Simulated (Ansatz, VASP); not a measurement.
## One calculation of Te, two programs

```xyz
1
Lattice="3.4214 0.0000 0.0000 0.0000 3.4214 0.0000 0.0000 0.0000 3.4214" Properties=species:S:1:pos:R:3 pbc="T T T"
Te    0.0000    0.0000    0.0000
```

Alike in both runs: task single point; functional BLYP; k mesh 11 × 11 × 11; occupations fermi-dirac, width 0.1 eV; no spin polarisation.

```csv
,VASP,Ansatz
version,VASP 6.6.1,Ansatz 0.2.0
potentials or method,"VASP PAW PBE potentials, release 64 (Te), cutoff 520 eV","plane waves (420 eV) with PAW, scalar-relativistic"
valence electrons in the cell,6,16
```

```csv
,VASP,Ansatz,Ansatz less VASP
pressure (GPa),-3.3,-3.3,-0.07
```

VASP's potentials were made for PBE, not for BLYP. With one functional, cell and mesh, what is left measures potentials, basis and numerics. VASP's potentials hold 6 valence electrons a cell and Ansatz's 16, so a difference there can come from the potentials and not from the codes.

Spin-orbit coupling is off throughout.
